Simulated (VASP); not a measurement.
# Pb (Fd-3m) in VASP: a series of runs

Runs on Pb. Level: LDA. Tasks: single point, relaxation of cell and atoms.

Everything below comes from runs of VASP 6.6.1. Logs are shortened: lines on timing, memory, paths and dates and some standing lists are left out, and cuts for length are marked.

## 1. The cell of the first run

The structure is cubic, space group Fd-3m (No. 227). Conventional cell: a = 5.544 Å, b = 5.544 Å, c = 5.544 Å, α = 90.00°, β = 90.00°, γ = 90.00°. Within 3.2 Å of Pb (site symmetry -43m) lie 4 Pb at 2.40 Å.

## 2. Single point, LDA

The input, INCAR:

```
SYSTEM = Pb
PREC = Accurate
ENCUT = 520
EDIFF = 1E-6
ISMEAR = -1
SIGMA = 0.05
LREAL = .False.
LASPH = .True.
NELM = 60
ALGO = Normal
ISIF = 2
LWAVE = .False.
LCHARG = .False.
NBANDS = 21
```

The input, KPOINTS:

```
Automatic mesh
0
Gamma
  12 12 12
  0 0 0
```

The input, POSCAR:

```
Pb
1.0
    0.0000000000      2.7718613655      2.7718613655
    2.7718613655      0.0000000000      2.7718613655
    2.7718613655      2.7718613655      0.0000000000
Pb
2
Direct
   -0.1250000000     -0.1250000000     -0.1250000000
    0.1250000000      0.1250000000      0.1250000000
```

Potentials or basis: VASP PAW LDA potentials, release 64 (Pb_d).

Launch:

```bash
> cat potpaw_LDA.64/Pb_d/POTCAR > POTCAR
> mpirun -np 1 vasp_std > vasp.out
```

OUTCAR:

```text
SYSTEM = Pb
   PREC = Accurate
   ENCUT = 520
   EDIFF = 1E-6
   ISMEAR = -1
   LREAL = .False.
   LASPH = .True.
   NELM = 60
   ISIF = 2

 ion  position               nearest neighbor table
   1  0.875  0.875  0.875-   2 2.40   2 2.40   2 2.40   2 2.40
   2  0.125  0.125  0.125-   1 2.40   1 2.40   1 2.40   1 2.40

  LATTYP: Found a face centered cubic cell.
 ALAT       =     5.5437227310

  Lattice vectors:

 A1 = (   0.0000000000,   2.7718613655,   2.7718613655)
 A2 = (   2.7718613655,   0.0000000000,   2.7718613655)
 A3 = (   2.7718613655,   2.7718613655,   0.0000000000)

Analysis of symmetry for initial positions (statically):
=====================================================================
 Subroutine PRICEL returns:
 Original cell was already a primitive cell.

 Routine SETGRP: Setting up the symmetry group for a
 face centered cubic supercell.

 Subroutine GETGRP returns: Found 48 space group operations
 (whereof 12 operations were pure point group operations)
 out of a pool of 48 trial point group operations.

The static configuration has the point symmetry D_3d.
 The point group associated with its full space group is O_h .

Analysis of symmetry for dynamics (positions and initial velocities):
=====================================================================
 Subroutine PRICEL returns:
 Original cell was already a primitive cell.

 Routine SETGRP: Setting up the symmetry group for a
 face centered cubic supercell.

 Subroutine GETGRP returns: Found 48 space group operations
 (whereof 12 operations were pure point group operations)
 out of a pool of 48 trial point group operations.

The dynamic configuration has the point symmetry D_3d.
 The point group associated with its full space group is O_h .

 Subroutine INISYM returns: Found 48 space group operations
 (whereof 12 operations are pure point group operations),
 and found     1 'primitive' translations

----------------------------------------------------------------------------------------

                                     Primitive cell

  volume of cell :      42.5936

  direct lattice vectors                    reciprocal lattice vectors
     0.000000000  2.771861365  2.771861365    -0.180384202  0.180384202  0.180384202
     2.771861365  0.000000000  2.771861365     0.180384202 -0.180384202  0.180384202
     2.771861365  2.771861365  0.000000000     0.180384202  0.180384202 -0.180384202

  length of vectors
     3.920003936  3.920003936  3.920003936     0.312434602  0.312434602  0.312434602

  position of ions in fractional coordinates (direct lattice)
     0.875000000  0.875000000  0.875000000
     0.125000000  0.125000000  0.125000000

  ion indices of the primitive-cell ions
   primitive index   ion index
                 1           1
                 2           2

----------------------------------------------------------------------------------------

 KPOINTS: Automatic mesh

Automatic generation of k-mesh.
 Grid dimensions read from file:
 generate k-points for:   12   12   12

 Generating k-lattice:

  Cartesian coordinates                     Fractional coordinates (reciprocal lattice)
    -0.015032017  0.015032017  0.015032017     0.083333333  0.000000000  0.000000000
     0.015032017 -0.015032017  0.015032017     0.000000000  0.083333333  0.000000000
     0.015032017  0.015032017 -0.015032017     0.000000000  0.000000000  0.083333333

  Length of vectors
     0.026036217  0.026036217  0.026036217

  Shift w.r.t. Gamma in fractional coordinates (k-lattice)
     0.000000000  0.000000000  0.000000000

 Subroutine IBZKPT returns following result:
 ===========================================

 Found     72 irreducible k-points:

 Following reciprocal coordinates:
            Coordinates               Weight
  0.000000  0.000000  0.000000      1.000000
  0.083333  0.000000  0.000000      8.000000
  0.166667  0.000000  0.000000      8.000000
  0.250000  0.000000  0.000000      8.000000
  0.333333  0.000000  0.000000      8.000000
  0.416667  0.000000  0.000000      8.000000
[... 16 lines left out ...]
  0.500000  0.166667  0.000000     24.000000
 -0.416667  0.166667  0.000000     24.000000
 [... further k-points ...]
   k-points           NKPTS =     72   k-points in BZ     NKDIM =     72   number of bands    NBANDS=     21
   number of dos      NEDOS =    301   number of ions     NIONS =      2
   total plane-waves  NPLWV =  27000
   dimension x,y,z NGX =    30 NGY =   30 NGZ =   30
   dimension x,y,z NGXF=    60 NGYF=   60 NGZF=   60
   ions per type =               2
   NGX,Y,Z   is equivalent  to a cutoff of  12.72, 12.72, 12.72 a.u.
   NGXF,Y,Z  is equivalent  to a cutoff of  25.45, 25.45, 25.45 a.u.
 SYSTEM =  Pb
   PREC   = accura    normal or accurate (medium, high low for compatibility)
   ISTART =      0    job   : 0-new  1-cont  2-samecut
   ICHARG =      2    charge: 1-file 2-atom 10-const
   ISPIN  =      1    spin polarized calculation?
   LNONCOLLINEAR =      F non collinear calculations
   LSORBIT =      F    spin-orbit coupling
   LASPH  =      T    aspherical Exc in radial PAW
   ENCUT  =  520.0 eV  38.22 Ry    6.18 a.u.   7.29  7.29  7.29*2*pi/ulx,y,z
   NELM   =     60;   NELMIN=  2; NELMDL= -5     # of ELM steps
   EDIFF  = 0.1E-05   stopping-criterion for ELM
   LREAL  =      F    real-space projection
   EDIFFG = 0.1E-04   stopping-criterion for IOM
   NSW    =      0    number of steps for IOM
   IBRION =     -1    ionic relax: 0-MD 1-quasi-New 2-CG
   NFREE  =      0    steps in history (QN), initial steepest desc. (CG)
   ISIF   =      2    stress and relaxation
   ISYM   =      2    0-nonsym 1-usesym 2-fastsym
   POTIM  = 0.5000    time-step for ionic-motion
   TEBEG  =    0.0;   TEEND  =   0.0 temperature during run
   PSTRESS=    0.0 pullay stress
   NELECT =      28.0000    total number of electrons
   NUPDOWN=      -1.0000    fix difference up-down
   EMIN   =  10.00;   EMAX   =-10.00  energy-range for DOS
   EFERMI =   0.00;   METHOD = LEGACY
   ISMEAR =    -1;   SIGMA  =   0.05  broadening in eV -4-tet -1-fermi 0-gaus
   EFERMI_NEDOS =   21; number of points for ismear=-14 and -15
   IALGO  =     38    algorithm
   IMIX   =      4    mixing-type and parameters
     AMIX     =   0.40;   BMIX     =  1.00
     AMIX_MAG =   1.60;   BMIX_MAG =  1.00
  volume/ion in A,a.u.               =      21.30       143.72
  Fermi-wavevector in a.u.,A,eV,Ry     =   1.423462  2.689954 27.568740  2.026245
  Thomas-Fermi vector in A             =   2.544057
   LORBIT       =      0    0 simple, 1 ext, 2 COOP (PROOUT), +10 PAW based schemes
   GGA     = CA    functional components
   LHFCALC =     F    Hartree Fock is set to
   AEXX    =    0.0000 exact exchange contribution
   IVDW    =     0    specifies the selected vdW correction
   LEPSILON=     F    determine dielectric tensor
   LRPA    =     F    only Hartree local field effects (RPA)
 non-spin polarized calculation
  energy-cutoff  :      520.00
  volume of cell :       42.59
 maximum number of plane-waves:      1167
 NGX is ok and might be reduce to    30
   NGX = 15   NGY = 15   NGZ = 15

 number of electron      28.0000006 magnetization

 Free energy of the ion-electron system (eV)
  ---------------------------------------------------
  ext. energy  EPLUGINS =         0.00000000
  ---------------------------------------------------
  free energy    TOTEN  =        -1.74729025 eV

  energy without entropy =       -1.74449368  energy(sigma->0) =       -1.74589197

 E-fermi :  13.1038     XC(G=0): -11.9039

 val. band max:       13.0568068621   @ k =   0.5000   0.5000   0.0000
 cond. band min:      13.1126586562   @ k =   0.5000   0.4167   0.0000
 fundamental gap:      0.0558517940
 Fermi energy:        13.1038120395

 k-point     1 :       0.0000    0.0000    0.0000
  band No.  band energies     occupation
      1      -7.6884      2.00000
      2      -7.6884      2.00000
      3      -7.6884      2.00000
      4      -7.4736      2.00000
      5      -7.4736      2.00000
      6      -5.6252      2.00000
[... 13 lines left out ...]
     20      20.1052      0.00000
     21      20.1052      0.00000

 k-point     2 :       0.0833    0.0000    0.0000
  band No.  band energies     occupation
      1      -7.7358      2.00000
      2      -7.7358      2.00000
      3      -7.6875      2.00000
      4      -7.4088      2.00000
      5      -7.4088      2.00000
      6      -5.6980      2.00000
[... 13 lines left out ...]
     20      19.8638      0.00000
     21      20.0248      0.00000

 k-point     3 :       0.1667    0.0000    0.0000
  band No.  band energies     occupation
      1      -7.8038      2.00000
      2      -7.8038      2.00000
      3      -7.6857      2.00000
      4      -7.2970      2.00000
      5      -7.2970      2.00000
      6      -5.8552      2.00000
[... 13 lines left out ...]
     20      19.9874      0.00000
     21      19.9874      0.00000

 k-point     4 :       0.2500    0.0000    0.0000
  band No.  band energies     occupation
      1      -7.8481      2.00000
      2      -7.8481      2.00000
      3      -7.6837      2.00000
      4      -7.2032      2.00000
      5      -7.2032      2.00000
      6      -6.0220      2.00000
[... 13 lines left out ...]
     20      20.3497      0.00000
     21      20.3497      0.00000

 k-point     5 :       0.3333    0.0000    0.0000
  band No.  band energies     occupation
      1      -7.8659      2.00000
      2      -7.8659      2.00000
      3      -7.6824      2.00000
      4      -7.1511      2.00000
      5      -7.1511      2.00000
      6      -6.1619      2.00000
[... 13 lines left out ...]
     20      21.1233      0.00000
     21      21.1233      0.00000
[... 382 lines left out ...]
     20      22.1572      0.00000
     21      22.1794      0.00000

 k-point    22 :       0.4167    0.1667    0.0000
  band No.  band energies     occupation
      1      -8.0030      2.00000
      2      -7.8584      2.00000
      3      -7.6472      2.00000
      4      -7.0568      2.00000
      5      -6.8807      2.00000
      6      -6.5103      2.00000
[... 13 lines left out ...]
     20      22.7505      0.00000
     21      23.4063      0.00000

 k-point    23 :       0.5000    0.1667    0.0000
  band No.  band energies     occupation
      1      -8.0278      2.00000
      2      -7.8918      2.00000
      3      -7.5756      2.00000
      4      -6.9822      2.00000
      5      -6.9320      2.00000
      6      -6.5003      2.00000
[... 13 lines left out ...]
     20      22.7460      0.00000
     21      23.4061      0.00000

 k-point    24 :      -0.4167    0.1667    0.0000
  band No.  band energies     occupation
      1      -8.0244      2.00000
      2      -7.9249      2.00000
      3      -7.5225      2.00000
      4      -7.0223      2.00000
      5      -6.9170      2.00000
      6      -6.4594      2.00000
[... 13 lines left out ...]
     20      21.9515      0.00000
     21      22.1607      0.00000

 [... further k-points ...]

------------------------ aborting loop because EDIFF is reached ----------------------------------------

  FORCE on cell =-STRESS in cart. coord.  units (eV):
  Direction    XX          YY          ZZ          XY          YZ          ZX
  --------------------------------------------------------------------------------------
  -------------------------------------------------------------------------------------
  Total       26.0145091     26.0145091     26.0145091      0.0000000     -0.0000000     -0.0000000
  in kB      978.5470355    978.5470355    978.5470355      0.0000000     -0.0000000     -0.0000000
  external PRESSURE =     978.5470355 kB  Pullay stress =       0.0000000 kB

 VOLUME and BASIS-vectors are now :
 -----------------------------------------------------------------------------
  energy-cutoff  :      520.00
  volume of cell :       42.59
      direct lattice vectors                 reciprocal lattice vectors
     0.000000000  2.771861365  2.771861365    -0.180384202  0.180384202  0.180384202
     2.771861365  0.000000000  2.771861365     0.180384202 -0.180384202  0.180384202
     2.771861365  2.771861365  0.000000000     0.180384202  0.180384202 -0.180384202

 POSITION                                       TOTAL-FORCE (eV/Angst)
 -----------------------------------------------------------------------------------
      4.85076      4.85076      4.85076         0.000000     -0.000000     -0.000000
      0.69297      0.69297      0.69297        -0.000000      0.000000      0.000000
 -----------------------------------------------------------------------------------
    total drift:                               -0.000000      0.000000      0.000000

  FREE ENERGIE OF THE ION-ELECTRON SYSTEM (eV)
  ---------------------------------------------------
  free  energy   TOTEN  =        -1.7472902497 eV

  energy  without entropy=       -1.7444936850  energy(sigma->0) =       -1.74589197
```

Run time: 52 s. Hardware: 1 thread of Intel Xeon 6975P-C, shared host; peak memory 0.18 GiB.

What came out:

| Property | Result |
| --- | --- |
| Free energy | -1.7473 eV |
| Pressure | 97.9 GPa |
| Band gap on the k mesh | zero (band 14 reaches 14.00 eV, above the bottom of band 15 at 12.89 eV) |

Levels at points of the mesh, in eV from the Fermi level:
```tsv
k point	band 12	band 13	band 14	band 15	band 16	band 17
(0.00, 0.00, 0.00)	0.15	0.89	0.89	0.89	2.54	2.54
(0.50, 0.00, 0.00)	-10.54	-2.02	-2.02	0.07	3.55	4.00
(0.50, 0.50, 0.00)	-11.41	-4.99	-4.99	-0.05	-0.05	11.11
```

Caveat: spin-orbit coupling is left out, which moves the levels of the heavy elements.

## 3. Single point, LDA

The input, INCAR:

```
PREC = Accurate ; ENCUT = 520
EDIFF = 1E-7 ; ISMEAR = -1
SIGMA = 0.05 ; LREAL = False
LASPH = True ; NELM = 60
ALGO = Normal ; ISIF = 2
LWAVE = False ; LCHARG = False
GGA = CA ; NBANDS = 21
```

The input, KPOINTS:

```
regular mesh
0
Gamma
  12 12 12
```

The input, POSCAR:

```
Pb
1.0
    0.0000000000      2.7717156861      2.7717156861
    2.7717156861      0.0000000000      2.7717156861
    2.7717156861      2.7717156861      0.0000000000
Pb
2
Direct
   -0.1250000000     -0.1250000000     -0.1250000000
    0.1250000000      0.1250000000      0.1250000000
```

Potentials or basis: VASP PAW LDA potentials, release 64 (Pb_d).

Launch:

```bash
> cat potpaw_LDA.64/Pb_d/POTCAR > POTCAR
> mpirun -np 1 vasp_std > vasp.out
```

Wall time 54 s (1 thread of Intel Xeon 6975P-C, shared host); peak memory 0.18 GiB.

Results (log left out):

```yaml
Free_energy: -1.7432 eV
Pressure: 97.9 GPa
Band_gap_on_the_k_mesh: zero (band 14 reaches 14.00 eV, above the bottom of band 15 at 12.90 eV)
```

Levels at points of the mesh, in eV from the Fermi level:
| k point | band 10 | band 11 | band 12 | band 13 | band 14 | band 15 | band 16 | band 17 | band 18 | band 19 |
| --- | --- | --- | --- | --- | --- | --- | --- | --- | --- | --- |
| (0.00, 0.00, 0.00) | -18.23 | -17.39 | 0.15 | 0.89 | 0.89 | 0.89 | 2.54 | 2.54 | 2.54 | 3.24 |
| (0.50, 0.00, 0.00) | -18.18 | -13.57 | -10.54 | -2.02 | -2.02 | 0.07 | 3.54 | 4.00 | 4.00 | 9.23 |
| (0.50, 0.50, 0.00) | -18.04 | -11.41 | -11.41 | -4.99 | -4.99 | -0.05 | -0.05 | 11.11 | 11.11 | 12.62 |

Caveat: spin-orbit coupling is left out, which moves the levels of the heavy elements.

[end of part 1 of 2]
